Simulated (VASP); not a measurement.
# ZrC (Fm-3m) in VASP: single point with PBE

Aim: the single point of ZrC with PBE.

Program: VASP 6.6.1. These are calculated values, not measurements. Logs are shortened: lines on timing, memory, paths and dates and some standing lists are left out, and cuts for length are marked.

### Step 1. The cell of the first run

It takes space group Fm-3m (No. 225, cubic). Conventional cell: a = 4.730 Å, b = 4.730 Å, c = 4.730 Å, α = 90.00°, β = 90.00°, γ = 90.00°. Zr (site symmetry m-3m) has 6 C at 2.37 Å within 3.1 Å. C (site symmetry m-3m) has 6 Zr at 2.37 Å within 3.1 Å.

### Step 2. Single point, PBE

INCAR

```
SYSTEM = ZrC
ALGO     = Normal         ! electronic algorithm
EDIFF    = 1E-7           ! SCF threshold, eV
ENCUT    = 520            ! plane-wave cutoff, eV
GGA      = PE             ! functional
ISIF     = 2              ! what is computed and relaxed
ISMEAR   = 0              ! smearing method
LASPH    = .True.         ! aspherical terms in the spheres
LCHARG   = .True.         ! write CHGCAR
LELF     = .True.         ! ELF
LREAL    = .False.        ! projectors in reciprocal space
LVHAR    = .True.       
LWAVE    = .False.        ! write WAVECAR
NBANDS   = 15             ! bands
NELM     = 60             ! most SCF steps
PREC     = Accurate       ! precision mode
SIGMA    = 0.05           ! smearing width, eV
```

KPOINTS

```
k-points
0
Gamma
  14 14 14
  0 0 0
```

POSCAR

```
ZrC
1.0
    0.0000000000      2.3650000000      2.3650000000
    2.3650000000      0.0000000000      2.3650000000
    2.3650000000      2.3650000000      0.0000000000
Zr C
1 1
Direct
    0.5000000000      0.5000000000      0.5000000000
    0.0000000000      0.0000000000      0.0000000000
```

Potentials or basis: VASP PAW PBE potentials, release 64 (Zr_sv, C).

The run is started by

```
cat potpaw_PBE.64/Zr_sv/POTCAR potpaw_PBE.64/C/POTCAR > POTCAR
mpirun -np 1 vasp_std > vasp.out
```

OUTCAR:

```text
SYSTEM = ZrC
   EDIFF = 1E-7
   ENCUT = 520
   GGA = PE
   ISIF = 2
   ISMEAR = 0
   LASPH = .True.
   LREAL = .False.
   NELM = 60
   PREC = Accurate

 ion  position               nearest neighbor table
   1  0.500  0.500  0.500-   2 2.37   2 2.37   2 2.37   2 2.37   2 2.37   2 2.37
   2  0.000  0.000  0.000-   1 2.37   1 2.37   1 2.37   1 2.37   1 2.37   1 2.37

  LATTYP: Found a face centered cubic cell.
 ALAT       =     4.7300000000

  Lattice vectors:

 A1 = (   0.0000000000,   2.3650000000,   2.3650000000)
 A2 = (   2.3650000000,   0.0000000000,   2.3650000000)
 A3 = (   2.3650000000,   2.3650000000,   0.0000000000)

Analysis of symmetry for initial positions (statically):
=====================================================================
 Subroutine PRICEL returns:
 Original cell was already a primitive cell.

 Routine SETGRP: Setting up the symmetry group for a
 face centered cubic supercell.

 Subroutine GETGRP returns: Found 48 space group operations
 (whereof 48 operations were pure point group operations)
 out of a pool of 48 trial point group operations.

The static configuration has the point symmetry O_h .

Analysis of symmetry for dynamics (positions and initial velocities):
=====================================================================
 Subroutine PRICEL returns:
 Original cell was already a primitive cell.

 Routine SETGRP: Setting up the symmetry group for a
 face centered cubic supercell.

 Subroutine GETGRP returns: Found 48 space group operations
 (whereof 48 operations were pure point group operations)
 out of a pool of 48 trial point group operations.

The dynamic configuration has the point symmetry O_h .

 Subroutine INISYM returns: Found 48 space group operations
 (whereof 48 operations are pure point group operations),
 and found     1 'primitive' translations

----------------------------------------------------------------------------------------

                                     Primitive cell

  volume of cell :      26.4560

  direct lattice vectors                    reciprocal lattice vectors
     0.000000000  2.365000000  2.365000000    -0.211416490  0.211416490  0.211416490
     2.365000000  0.000000000  2.365000000     0.211416490 -0.211416490  0.211416490
     2.365000000  2.365000000  0.000000000     0.211416490  0.211416490 -0.211416490

  length of vectors
     3.344615075  3.344615075  3.344615075     0.366184103  0.366184103  0.366184103

  position of ions in fractional coordinates (direct lattice)
     0.500000000  0.500000000  0.500000000
     0.000000000  0.000000000  0.000000000

  ion indices of the primitive-cell ions
   primitive index   ion index
                 1           1
                 2           2

----------------------------------------------------------------------------------------

 KPOINTS: k-points

Automatic generation of k-mesh.
 Grid dimensions read from file:
 generate k-points for:   14   14   14

 Generating k-lattice:

  Cartesian coordinates                     Fractional coordinates (reciprocal lattice)
    -0.015101178  0.015101178  0.015101178     0.071428571  0.000000000  0.000000000
     0.015101178 -0.015101178  0.015101178     0.000000000  0.071428571  0.000000000
     0.015101178  0.015101178 -0.015101178     0.000000000  0.000000000  0.071428571

  Length of vectors
     0.026156007  0.026156007  0.026156007

  Shift w.r.t. Gamma in fractional coordinates (k-lattice)
     0.000000000  0.000000000  0.000000000

 Subroutine IBZKPT returns following result:
 ===========================================

 Found    104 irreducible k-points:

 Following reciprocal coordinates:
            Coordinates               Weight
  0.000000  0.000000  0.000000      1.000000
  0.071429  0.000000  0.000000      8.000000
  0.142857  0.000000  0.000000      8.000000
  0.214286  0.000000  0.000000      8.000000
  0.285714  0.000000  0.000000      8.000000
  0.357143  0.000000  0.000000      8.000000
[... 16 lines left out ...]
  0.214286  0.142857  0.000000     24.000000
  0.285714  0.142857  0.000000     24.000000
 [... further k-points ...]
   k-points           NKPTS =    104   k-points in BZ     NKDIM =    104   number of bands    NBANDS=     15
   number of dos      NEDOS =    301   number of ions     NIONS =      2
   total plane-waves  NPLWV =  21952
   dimension x,y,z NGX =    28 NGY =   28 NGZ =   28
   dimension x,y,z NGXF=    56 NGYF=   56 NGZF=   56
   ions per type =               1   1
   NGX,Y,Z   is equivalent  to a cutoff of  13.92, 13.92, 13.92 a.u.
   NGXF,Y,Z  is equivalent  to a cutoff of  27.84, 27.84, 27.84 a.u.
 SYSTEM =  ZrC
   PREC   = accura    normal or accurate (medium, high low for compatibility)
   ISTART =      0    job   : 0-new  1-cont  2-samecut
   ICHARG =      2    charge: 1-file 2-atom 10-const
   ISPIN  =      1    spin polarized calculation?
   LNONCOLLINEAR =      F non collinear calculations
   LSORBIT =      F    spin-orbit coupling
   LASPH  =      T    aspherical Exc in radial PAW
   ENCUT  =  520.0 eV  38.22 Ry    6.18 a.u.   6.22  6.22  6.22*2*pi/ulx,y,z
   NELM   =     60;   NELMIN=  2; NELMDL= -5     # of ELM steps
   EDIFF  = 0.1E-06   stopping-criterion for ELM
   LREAL  =      F    real-space projection
   EDIFFG = 0.1E-05   stopping-criterion for IOM
   NSW    =      0    number of steps for IOM
   IBRION =     -1    ionic relax: 0-MD 1-quasi-New 2-CG
   NFREE  =      0    steps in history (QN), initial steepest desc. (CG)
   ISIF   =      2    stress and relaxation
   ISYM   =      2    0-nonsym 1-usesym 2-fastsym
   POTIM  = 0.5000    time-step for ionic-motion
   TEBEG  =    0.0;   TEEND  =   0.0 temperature during run
   PSTRESS=    0.0 pullay stress
   NELECT =      16.0000    total number of electrons
   NUPDOWN=      -1.0000    fix difference up-down
   EMIN   =  10.00;   EMAX   =-10.00  energy-range for DOS
   EFERMI =   0.00;   METHOD = LEGACY
   ISMEAR =     0;   SIGMA  =   0.05  broadening in eV -4-tet -1-fermi 0-gaus
   EFERMI_NEDOS =   21; number of points for ismear=-14 and -15
   IALGO  =     38    algorithm
   IMIX   =      4    mixing-type and parameters
     AMIX     =   0.40;   BMIX     =  1.00
     AMIX_MAG =   1.60;   BMIX_MAG =  1.00
  volume/ion in A,a.u.               =      13.23        89.27
  Fermi-wavevector in a.u.,A,eV,Ry     =   1.384439  2.616209 26.077880  1.916670
  Thomas-Fermi vector in A             =   2.508943
   LORBIT       =      0    0 simple, 1 ext, 2 COOP (PROOUT), +10 PAW based schemes
   GGA     = PE    functional components
   LHFCALC =     F    Hartree Fock is set to
   AEXX    =    0.0000 exact exchange contribution
   IVDW    =     0    specifies the selected vdW correction
   LEPSILON=     F    determine dielectric tensor
   LRPA    =     F    only Hartree local field effects (RPA)
 non-spin polarized calculation
 Gauss-broadening in eV      SIGMA  =   0.05
  energy-cutoff  :      520.00
  volume of cell :       26.46
 maximum number of plane-waves:       725
 NGX is ok and might be reduce to    28
   NGX = 13   NGY = 13   NGZ = 13

 number of electron      16.0000000 magnetization

 Free energy of the ion-electron system (eV)
  ---------------------------------------------------
  ext. energy  EPLUGINS =         0.00000000
  ---------------------------------------------------
  free energy    TOTEN  =       -19.45949567 eV

  energy without entropy =      -19.45902039  energy(sigma->0) =      -19.45925803

 E-fermi :   9.4137     XC(G=0): -12.0406

 val. band max:        9.4058397297   @ k =   0.3571   0.2857   0.0000
 cond. band min:       9.4382829377   @ k =   0.5000   0.5000   0.0000
 fundamental gap:      0.0324432079
 Fermi energy:         9.4136669359

 k-point     1 :       0.0000    0.0000    0.0000
  band No.  band energies     occupation
      1     -38.7812      2.00000
      2     -16.5033      2.00000
      3     -16.5033      2.00000
      4     -16.5033      2.00000
      5      -1.8418      2.00000
      6      10.3279      0.00000
      7      10.3279      0.00000
      8      10.3279      0.00000
      9      10.4843      0.00000
     10      10.4843      0.00000
     11      10.4843      0.00000
     12      12.1551      0.00000
     13      12.1551      0.00000
     14      16.4927      0.00000
     15      19.8263      0.00000

 k-point     2 :       0.0714    0.0000    0.0000
  band No.  band energies     occupation
      1     -38.7766      2.00000
      2     -16.5457      2.00000
      3     -16.5071      2.00000
      4     -16.5071      2.00000
      5      -1.7294      2.00000
      6       9.4676      0.12692
      7       9.6866      0.00000
      8       9.6866      0.00000
      9      10.7273      0.00000
     10      10.7273      0.00000
     11      11.0803      0.00000
     12      12.7881      0.00000
     13      12.7881      0.00000
     14      16.7460      0.00000
     15      20.1359      0.00000

 k-point     3 :       0.1429    0.0000    0.0000
  band No.  band energies     occupation
      1     -38.7638      2.00000
      2     -16.6625      2.00000
      3     -16.5176      2.00000
      4     -16.5176      2.00000
      5      -1.4063      2.00000
      6       8.3730      2.00000
      7       8.8112      2.00000
      8       8.8112      2.00000
      9      11.0787      0.00000
     10      11.0787      0.00000
     11      11.5262      0.00000
     12      13.9995      0.00000
     13      13.9995      0.00000
     14      17.3739      0.00000
     15      20.9595      0.00000
[... 343 lines left out ...]
 k-point    23 :       0.2143    0.1429    0.0000
  band No.  band energies     occupation
      1     -38.7442      2.00000
      2     -16.7558      2.00000
      3     -16.5776      2.00000
      4     -16.5690      2.00000
      5      -0.9948      2.00000
      6       6.9050      2.00000
      7       8.6209      2.00000
      8       8.9025      2.00000
      9       9.9352      0.00000
     10      12.4040      0.00000
     11      12.8627      0.00000
     12      13.4509      0.00000
     13      15.3066      0.00000
     14      18.8446      0.00000
     15      22.1747      0.00000

 k-point    24 :       0.2857    0.1429    0.0000
  band No.  band energies     occupation
      1     -38.7261      2.00000
      2     -16.9008      2.00000
      3     -16.5991      2.00000
      4     -16.5859      2.00000
      5      -0.5673      2.00000
      6       6.2816      2.00000
      7       7.8421      2.00000
      8       8.3255      2.00000
      9      10.3688      0.00000
     10      12.8360      0.00000
     11      13.3019      0.00000
     12      14.6132      0.00000
     13      16.2824      0.00000
     14      19.4562      0.00000
     15      22.8973      0.00000

 [... further k-points ...]
[... 5 lines left out ...]
  --------------------------------------------------------------------------------------
  -------------------------------------------------------------------------------------
  Total       -0.4451162     -0.4451162     -0.4451162     -0.0000000     -0.0000000      0.0000000
  in kB      -26.9563151    -26.9563151    -26.9563151     -0.0000000     -0.0000000      0.0000000
  external PRESSURE =     -26.9563151 kB  Pullay stress =       0.0000000 kB

 VOLUME and BASIS-vectors are now :
 -----------------------------------------------------------------------------
  energy-cutoff  :      520.00
  volume of cell :       26.46
      direct lattice vectors                 reciprocal lattice vectors
     0.000000000  2.365000000  2.365000000    -0.211416490  0.211416490  0.211416490
     2.365000000  0.000000000  2.365000000     0.211416490 -0.211416490  0.211416490
     2.365000000  2.365000000  0.000000000     0.211416490  0.211416490 -0.211416490

 POSITION                                       TOTAL-FORCE (eV/Angst)
 -----------------------------------------------------------------------------------
      2.36500      2.36500      2.36500         0.000000      0.000000      0.000000
      0.00000      0.00000      0.00000        -0.000000     -0.000000     -0.000000
 -----------------------------------------------------------------------------------
    total drift:                                0.000000      0.000000      0.000000

  FREE ENERGIE OF THE ION-ELECTRON SYSTEM (eV)
  ---------------------------------------------------
  free  energy   TOTEN  =       -19.4594956692 eV

  energy  without entropy=      -19.4590203863  energy(sigma->0) =      -19.45925803
```

Run time: 22 s. Hardware: 1 thread of Intel Xeon 6975P-C (Granite Rapids), shared host; peak memory 0.18 GiB.

Results:

* Free energy: -19.4595 eV
* Pressure: -2.7 GPa
* Band gap on the k mesh: zero (band 8 reaches 10.33 eV, above the bottom of band 9 at 9.05 eV)
